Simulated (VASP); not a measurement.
# CuO (C2/c) in VASP: a series of runs

CuO is run at these levels: PBE+D3(BJ); tasks: single point.

All numbers are computed with VASP 6.6.1; they aren't measurements. Logs are shortened: lines on timing, memory, paths and dates and some standing lists are left out, and cuts for length are marked.

## Step 1: The cell of the first run

Symmetry: C2/c, No. 15, monoclinic system. The conventional cell has a = 4.620 Å, b = 3.376 Å, c = 5.059 Å, α = 90.00°, β = 99.54°, γ = 90.00°. Cu (site symmetry -1) has 4 O at 1.92 to 1.93 Å within 2.6 Å. Within 2.6 Å of O (site symmetry 2) lie 4 Cu at 1.92 to 1.93 Å and 2 O at 2.59 Å.

## Step 2: Single point, PBE+D3(BJ)

Contents of INCAR:

```
PREC     = Accurate       # precision mode
ENCUT    = 520            # plane-wave cutoff, eV
EDIFF    = 1E-7           # SCF threshold, eV
ISMEAR   = -1             # smearing method
SIGMA    = 0.05           # smearing width, eV
LREAL    = F              # projectors in reciprocal space
LASPH    = T              # aspherical terms in the spheres
NELM     = 60             # most SCF steps
ALGO     = Normal         # electronic algorithm
ISIF     = 2              # what is computed and relaxed
LWAVE    = F              # write WAVECAR
LCHARG   = F              # write CHGCAR
GGA      = PE             # functional
IVDW     = 12             # dispersion correction
NBANDS   = 25             # bands
```

Contents of KPOINTS:

```
Automatic mesh
0
Gamma
  10 10 5
```

Contents of POSCAR:

```
CuO
1.0
    2.3101994985     -1.6881714891      0.0000000000
    2.3101994985      1.6881714891      0.0000000000
   -0.8385391614      0.0000000000      4.9895114286
Cu O
2 2
Direct
    0.5000000000      0.0000000000      0.5000000000
    0.0000000000      0.5000000000      0.0000000000
    0.4184000000      0.5816000000      0.7500000000
    0.5816000000      0.4184000000      0.2500000000
```

Potentials or basis: VASP PAW PBE potentials, release 64 (Cu, O).

Launch:

```sh
cat potpaw_PBE.64/Cu/POTCAR potpaw_PBE.64/O/POTCAR > POTCAR
mpirun -np 1 vasp_std > vasp.out
```

OUTCAR:

```text
PREC = Accurate
   ENCUT = 520
   EDIFF = 1E-7
   ISMEAR = -1
   LREAL = F
   LASPH = T
   NELM = 60
   ISIF = 2
   GGA = PE
   IVDW = 12
 IVDW          = 12

 ion  position               nearest neighbor table
   1  0.500  0.000  0.500-   3 1.92   4 1.92   4 1.93   3 1.93
   2  0.000  0.500  0.000-   4 1.92   3 1.92   4 1.93   3 1.93
   3  0.418  0.582  0.750-   2 1.92   1 1.92   2 1.93   1 1.93
   4  0.582  0.418  0.250-   1 1.92   2 1.92   2 1.93   1 1.93

  LATTYP: Found a base centered monoclinic cell.
 ALAT       =     4.6203989970
 B/A-ratio  =     0.7307470589
 C/A-ratio  =     1.0950317057
 COS(beta)  =    -0.1657361228

  Lattice vectors:

 A1 = (   2.3101994985,  -1.6881714891,   0.0000000000)
 A2 = (   2.3101994985,   1.6881714891,   0.0000000000)
 A3 = (  -0.8385391614,   0.0000000000,   4.9895114286)

Analysis of symmetry for initial positions (statically):
=====================================================================
 Subroutine PRICEL returns:
 Original cell was already a primitive cell.

 Routine SETGRP: Setting up the symmetry group for a
 base centered monoclinic supercell.

 Subroutine GETGRP returns: Found  4 space group operations
 (whereof  2 operations were pure point group operations)
 out of a pool of  4 trial point group operations.

The static configuration has the point symmetry S_2 .
 The point group associated with its full space group is C_2h.

Analysis of symmetry for dynamics (positions and initial velocities):
=====================================================================
 Subroutine PRICEL returns:
 Original cell was already a primitive cell.

 Routine SETGRP: Setting up the symmetry group for a
 base centered monoclinic supercell.

 Subroutine GETGRP returns: Found  4 space group operations
 (whereof  2 operations were pure point group operations)
 out of a pool of  4 trial point group operations.

The dynamic configuration has the point symmetry S_2 .
 The point group associated with its full space group is C_2h.

 Subroutine INISYM returns: Found  4 space group operations
 (whereof  2 operations are pure point group operations),
 and found     1 'primitive' translations

----------------------------------------------------------------------------------------

                                     Primitive cell

  volume of cell :      38.9183

  direct lattice vectors                    reciprocal lattice vectors
     2.310199498 -1.688171489  0.000000000     0.216431525 -0.296178441  0.036373563
     2.310199498  1.688171489  0.000000000     0.216431525  0.296178441  0.036373563
    -0.838539161  0.000000000  4.989511429     0.000000000  0.000000000  0.200420425

  length of vectors
     2.861283750  2.861283750  5.059483395     0.368628960  0.368628960  0.200420425

  position of ions in fractional coordinates (direct lattice)
     0.500000000  0.000000000  0.500000000
     0.000000000  0.500000000  0.000000000
     0.418400000  0.581600000  0.750000000
     0.581600000  0.418400000  0.250000000

  ion indices of the primitive-cell ions
   primitive index   ion index
                 1           1
                 2           2
                 3           3
                 4           4

----------------------------------------------------------------------------------------

 KPOINTS: Automatic mesh

Automatic generation of k-mesh.
 Grid dimensions read from file:
 generate k-points for:   10   10    5

 Generating k-lattice:

  Cartesian coordinates                     Fractional coordinates (reciprocal lattice)
     0.021643152 -0.029617844  0.003637356     0.100000000  0.000000000  0.000000000
     0.021643152  0.029617844  0.003637356     0.000000000  0.100000000  0.000000000
     0.000000000  0.000000000  0.040084085     0.000000000  0.000000000  0.200000000

  Length of vectors
     0.036862896  0.036862896  0.040084085

  Shift w.r.t. Gamma in fractional coordinates (k-lattice)
     0.000000000  0.000000000  0.000000000

 Subroutine IBZKPT returns following result:
 ===========================================

 Found    141 irreducible k-points:

 Following reciprocal coordinates:
            Coordinates               Weight
  0.000000  0.000000  0.000000      1.000000
  0.100000  0.000000  0.000000      4.000000
  0.200000  0.000000  0.000000      4.000000
  0.300000  0.000000  0.000000      4.000000
  0.400000  0.000000  0.000000      4.000000
  0.500000  0.000000  0.000000      2.000000
[... 16 lines left out ...]
  0.300000  0.300000  0.000000      2.000000
  0.400000  0.300000  0.000000      4.000000
 [... further k-points ...]
   k-points           NKPTS =    141   k-points in BZ     NKDIM =    141   number of bands    NBANDS=     25
   number of dos      NEDOS =    301   number of ions     NIONS =      4
   total plane-waves  NPLWV =  23040
   dimension x,y,z NGX =    24 NGY =   24 NGZ =   40
   dimension x,y,z NGXF=    48 NGYF=   48 NGZF=   80
   ions per type =               2   2
   NGX,Y,Z   is equivalent  to a cutoff of  13.94, 13.94, 13.14 a.u.
   NGXF,Y,Z  is equivalent  to a cutoff of  27.89, 27.89, 26.29 a.u.
 SYSTEM =  unknown system
   PREC   = accura    normal or accurate (medium, high low for compatibility)
   ISTART =      0    job   : 0-new  1-cont  2-samecut
   ICHARG =      2    charge: 1-file 2-atom 10-const
   ISPIN  =      1    spin polarized calculation?
   LNONCOLLINEAR =      F non collinear calculations
   LSORBIT =      F    spin-orbit coupling
   LASPH  =      T    aspherical Exc in radial PAW
   ENCUT  =  520.0 eV  38.22 Ry    6.18 a.u.   5.32  5.32  9.41*2*pi/ulx,y,z
   NELM   =     60;   NELMIN=  2; NELMDL= -5     # of ELM steps
   EDIFF  = 0.1E-06   stopping-criterion for ELM
   LREAL  =      F    real-space projection
   EDIFFG = 0.1E-05   stopping-criterion for IOM
   NSW    =      0    number of steps for IOM
   IBRION =     -1    ionic relax: 0-MD 1-quasi-New 2-CG
   NFREE  =      0    steps in history (QN), initial steepest desc. (CG)
   ISIF   =      2    stress and relaxation
   ISYM   =      2    0-nonsym 1-usesym 2-fastsym
   POTIM  = 0.5000    time-step for ionic-motion
   TEBEG  =    0.0;   TEEND  =   0.0 temperature during run
   PSTRESS=    0.0 pullay stress
   NELECT =      34.0000    total number of electrons
   NUPDOWN=      -1.0000    fix difference up-down
   EMIN   =  10.00;   EMAX   =-10.00  energy-range for DOS
   EFERMI =   0.00;   METHOD = LEGACY
   ISMEAR =    -1;   SIGMA  =   0.05  broadening in eV -4-tet -1-fermi 0-gaus
   EFERMI_NEDOS =   21; number of points for ismear=-14 and -15
   IALGO  =     38    algorithm
   IMIX   =      4    mixing-type and parameters
     AMIX     =   0.40;   BMIX     =  1.00
     AMIX_MAG =   1.60;   BMIX_MAG =  1.00
  volume/ion in A,a.u.               =       9.73        65.66
  Fermi-wavevector in a.u.,A,eV,Ry     =   1.565008  2.957436 33.324052  2.449249
  Thomas-Fermi vector in A             =   2.667547
   LORBIT       =      0    0 simple, 1 ext, 2 COOP (PROOUT), +10 PAW based schemes
   GGA     = PE    functional components
   LHFCALC =     F    Hartree Fock is set to
   AEXX    =    0.0000 exact exchange contribution
   IVDW    =    12    specifies the selected vdW correction
   LEPSILON=     F    determine dielectric tensor
   LRPA    =     F    only Hartree local field effects (RPA)
 non-spin polarized calculation
  energy-cutoff  :      520.00
  volume of cell :       38.92
 maximum number of plane-waves:      1071
 NGX is ok and might be reduce to    24
   NGX = 11   NGY = 11   NGZ = 19

 number of electron      33.9999986 magnetization

 Free energy of the ion-electron system (eV)
  ---------------------------------------------------
  ext. energy  EPLUGINS =         0.00000000
  ---------------------------------------------------
  free energy    TOTEN  =       -19.42256773 eV

  energy without entropy =      -19.40383542  energy(sigma->0) =      -19.41320157

 E-fermi :   6.2941     XC(G=0): -12.1503

 val. band max:        6.2912476951   @ k =  -0.4000   0.2000   0.4000
 cond. band min:       6.3007354066   @ k =   0.5000   0.0000   0.0000
 fundamental gap:      0.0094877115
 Fermi energy:         6.2941311166

 k-point     1 :       0.0000    0.0000    0.0000
  band No.  band energies     occupation
      1     -14.0414      2.00000
      2     -12.5981      2.00000
      3      -2.2849      2.00000
      4       0.4156      2.00000
      5       0.8237      2.00000
      6       2.7640      2.00000
[... 17 lines left out ...]
     24      22.8636      0.00000
     25      23.2233      0.00000

 k-point     2 :       0.1000    0.0000    0.0000
  band No.  band energies     occupation
      1     -13.9681      2.00000
      2     -12.5753      2.00000
      3      -2.1703      2.00000
      4       0.3978      2.00000
      5       0.7932      2.00000
      6       1.9593      2.00000
[... 17 lines left out ...]
     24      22.4814      0.00000
     25      23.5420      0.00000

 k-point     3 :       0.2000    0.0000    0.0000
  band No.  band energies     occupation
      1     -13.7689      2.00000
      2     -12.5151      2.00000
      3      -1.8632      2.00000
      4       0.3294      2.00000
      5       0.6473      2.00000
      6       0.9108      2.00000
[... 17 lines left out ...]
     24      21.5837      0.00000
     25      23.0895      0.00000

 k-point     4 :       0.3000    0.0000    0.0000
  band No.  band energies     occupation
      1     -13.5055      2.00000
      2     -12.4391      2.00000
      3      -1.4746      2.00000
      4      -0.3145      2.00000
      5       0.2457      2.00000
      6       0.8010      2.00000
[... 17 lines left out ...]
     24      20.4687      0.00000
     25      22.6662      0.00000
[... 477 lines left out ...]
 k-point    22 :      -0.2000    0.2000    0.0000
  band No.  band energies     occupation
      1     -13.4448      2.00000
      2     -12.4107      2.00000
      3      -1.3735      2.00000
      4       0.1824      2.00000
      5       0.2241      2.00000
      6       0.5517      2.00000
[... 17 lines left out ...]
     24      20.3667      0.00000
     25      20.6573      0.00000

 k-point    23 :       0.3000    0.3000    0.0000
  band No.  band energies     occupation
      1     -13.1789      2.00000
      2     -12.3913      2.00000
      3      -0.8827      2.00000
      4      -0.3722      2.00000
      5       0.6490      2.00000
      6       0.6688      2.00000
[... 17 lines left out ...]
     24      21.1754      0.00000
     25      21.4521      0.00000

 k-point    24 :       0.4000    0.3000    0.0000
  band No.  band energies     occupation
      1     -12.9726      2.00000
      2     -12.3420      2.00000
      3      -0.8940      2.00000
      4      -0.5801      2.00000
      5       0.4216      2.00000
      6       0.6432      2.00000
[... 17 lines left out ...]
     24      19.9686      0.00000
     25      20.9593      0.00000

 [... further k-points ...]

------------------------ aborting loop because EDIFF is reached ----------------------------------------

 Edisp (eV)   -1.17806

 E8    (eV) :    -0.4513

  FORCE on cell =-STRESS in cart. coord.  units (eV):
  Direction    XX          YY          ZZ          XY          YZ          ZX
  --------------------------------------------------------------------------------------
  -------------------------------------------------------------------------------------
  Total       2.47886     2.18690     2.61232     0.00000     0.00000    -0.56905
  in kB     102.04906    90.02952   107.54331     0.00000     0.00000   -23.42642
  external pressure =       99.87 kB  Pullay stress =        0.00 kB

 VOLUME and BASIS-vectors are now :
 -----------------------------------------------------------------------------
  energy-cutoff  :      520.00
  volume of cell :       38.92
      direct lattice vectors                 reciprocal lattice vectors
     2.310199498 -1.688171489  0.000000000     0.216431525 -0.296178441  0.036373563
     2.310199498  1.688171489  0.000000000     0.216431525  0.296178441  0.036373563
    -0.838539161  0.000000000  4.989511429     0.000000000  0.000000000  0.200420425

 POSITION                                       TOTAL-FORCE (eV/Angst)
 -----------------------------------------------------------------------------------
      0.73583     -0.84409      2.49476         0.000000      0.000000      0.000000
      1.15510      0.84409      0.00000         0.000000      0.000000      0.000000
      1.68130      0.27551      3.74213         0.000000     -0.079974     -0.000000
      2.10056     -0.27551      1.24738        -0.000000      0.079974      0.000000
 -----------------------------------------------------------------------------------
    total drift:                                0.000000      0.000000     -0.000000

  FREE ENERGIE OF THE ION-ELECTRON SYSTEM (eV)
  ---------------------------------------------------
  free  energy   TOTEN  =       -20.6006227722 eV

  energy  without entropy=      -20.5818904635  energy(sigma->0) =      -20.59125662
```

It took 3.6 min on 1 thread of Intel Xeon 8259CL, shared host; peak memory 0.26 GiB.

Results:

| Item | Value |
| --- | --- |
| Free energy | -20.6006 eV |
| Pressure | 10.0 GPa |
| Largest force | 0.080 eV/Å |
| Band gap on the k mesh | zero (bands 17 and 18 overlap by 0.60 eV) |
| Dispersion energy per atom | -0.295 eV |

Forces in eV/Å, atoms in the order of the input:
```
Cu   0.000  0.000  0.000
Cu   0.000  0.000  0.000
O    0.000 -0.080  0.000
O    0.000  0.080  0.000
```

Levels at points of the mesh, in eV from the Fermi level:
```
           k point  band 13  band 14  band 15  band 16  band 17  band 18  band 19  band 20  band 21  band 22
(0.00, 0.00, 0.00)    -2.54    -2.36    -2.30    -1.76     0.21     0.98     1.87     6.09     8.42    13.56
(0.50, 0.00, 0.00)    -2.18    -1.71    -1.61    -1.50     0.01     0.25     4.86     6.50     7.15    11.36
(0.50, 0.50, 0.00)    -2.28    -2.26    -1.71    -1.30    -0.70     1.11     3.24     7.28     8.59    10.38
```

Caveat: the cell stands under pressure; semilocal functionals often make such compounds metallic where correlation or magnetic order opens a gap, which also shifts bond lengths. With open d or f shells a metallic result of PBE can be an artefact of self-interaction; +U or a hybrid may open a gap.

## Step 3: Single point, PBE+D3(BJ)

This run uses another cell than the first one, of 9.93 Å³/atom.

Contents of INCAR:

```
  PREC = Accurate
  ENCUT = 520
  EDIFF = 1E-7
  ISMEAR = -1
  SIGMA = 0.05
  LREAL = F
  LASPH = T
  NELM = 60
  ALGO = Normal
  ISIF = 2
  LWAVE = F
  LCHARG = F
  GGA = PE
  IVDW = 12
  NBANDS = 25
```

Contents of KPOINTS:

```
regular mesh
0
Gamma
  10 10 5
```

Contents of POSCAR:

```
CuO
1.0
    2.3261324123     -1.6998144190      0.0000000000
    2.3261324123      1.6998144190      0.0000000000
   -0.8443223728      0.0000000000      5.0239229397
Cu O
2 2
Direct
    0.5000000000      0.0000000000      0.5000000000
    0.0000000000      0.5000000000      0.0000000000
    0.4184000000      0.5816000000      0.7500000000
    0.5816000000      0.4184000000      0.2500000000
```

Potentials or basis: VASP PAW PBE potentials, release 64 (Cu, O).

Launch:

```sh
cat potpaw_PBE.64/Cu/POTCAR potpaw_PBE.64/O/POTCAR > POTCAR
mpirun -np 1 vasp_std > vasp.out
```

Run time: 3.5 min. Hardware: 1 thread of Intel Xeon 8259CL, shared host; peak memory 0.26 GiB.

The run converged. Its results:

```yaml
Free_energy: -20.6414 eV
Pressure: 5.7 GPa
Largest_force: 0.153 eV/Å
Band_gap_on_the_k_mesh: zero (bands 17 and 18 overlap by 0.60 eV)
Dispersion_energy_per_atom: -0.288 eV
```

Forces in eV/Å, atoms in the order of the input:
```
Cu   0.000  0.000  0.000
Cu   0.000  0.000  0.000
O    0.000 -0.153  0.000
O    0.000  0.153  0.000
```

Stress tensor (GPa, compression positive):
```
 5.70  0.00 -1.75
 0.00  5.70  0.00
-1.75  0.00  5.68
```

Levels at points of the mesh, in eV from the Fermi level:
| k point | band 15 | band 16 | band 17 | band 18 | band 19 | band 20 |
| --- | --- | --- | --- | --- | --- | --- |
| (0.00, 0.00, 0.00) | -2.23 | -1.71 | 0.21 | 0.96 | 1.80 | 6.07 |
| (0.50, 0.00, 0.00) | -1.56 | -1.46 | 0.01 | 0.25 | 4.87 | 6.41 |
| (0.50, 0.50, 0.00) | -1.69 | -1.26 | -0.68 | 1.09 | 3.30 | 7.20 |

Caveat: the cell stands under pressure; semilocal functionals often make such compounds metallic where correlation or magnetic order opens a gap, which also shifts bond lengths.

(Part 1 of 3 ends here.)
